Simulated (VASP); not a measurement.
Input of a VASP 6.6.1 run:

Contents of INCAR:

```
PREC = Accurate ; ENCUT = 520
EDIFF = 1E-6 ; ISMEAR = -1
SIGMA = 0.05 ; LREAL = F
LASPH = T ; NELM = 100
ALGO = Normal ; ISIF = 2
LWAVE = F ; LCHARG = T
GGA = CA ; LELF = T
LVHAR = T ; NBANDS = 18
```

The input KPOINTS:

```
Automatic mesh
0
Gamma
  10 10 6
```

File POSCAR:

```
Ag
1.0
    2.9300000000      0.0000000000      0.0000000000
   -1.4650000000      2.5374544331      0.0000000000
    0.0000000000      0.0000000000      4.7900000000
Ag
2
Direct
    0.6666666667      0.3333333333      0.7500000000
    0.3333333333      0.6666666667      0.2500000000
```

Potentials or basis: VASP PAW LDA potentials, release 64 (Ag).

Launch:

```bash
$ cat potpaw_LDA.64/Ag/POTCAR > POTCAR
$ mpirun -np 1 vasp_std > vasp.out
```

(1) What does it give for the band gap on the k mesh?

(2) Estimate the pressure.

Answers

(1) zero (band 11 reaches 10.57 eV, above the bottom of band 12 at 4.24 eV).

(2) -10.3 GPa.
